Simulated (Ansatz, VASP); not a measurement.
## One calculation of TlHg3S2, two programs

```
Tl Hg S
1.0
     4.14859    0.00000    0.00000
    -2.07430    3.59279    0.00000
     0.00000    0.00000   10.45891
Tl Hg S
1 3 2
Direct
  0.00000 0.00000 0.00000
  0.33333 0.66667 0.68393
  0.66667 0.33333 0.31607
  0.00000 0.00000 0.50000
  0.66667 0.33333 0.79706
  0.33333 0.66667 0.20294
```

Alike in both runs: functional PBE; k mesh 12 × 12 × 4; occupations gaussian, width 0.1 eV; no spin polarisation.

Ansatz relaxed the structure, and its values are those at the end. VASP's run is a single point on that final structure, the one shown.

|  | VASP | Ansatz |
| --- | --- | --- |
| version | VASP 6.6.1 | Ansatz 0.2.0 |
| potentials or method | VASP PAW PBE potentials, release 64 (Tl_d, Hg, S), cutoff 520 eV | scalar-relativistic, plane waves, PAW |
| valence electrons in the cell | 61 | 85 |

```csv
,VASP,Ansatz,Ansatz less VASP
gap on the k mesh at the Fermi level (eV),none,none,-
pressure (GPa),0.2,0.0,-0.16
rms of the force components (eV/Å),0.009,0.000,-0.0089
```

A gap of «none» marks a metal or a gap that the smearing closes. VASP's potentials hold 61 valence electrons a cell and Ansatz's 85, so a difference there can come from the potentials and not from the codes.

Neither program's run includes spin-orbit coupling.
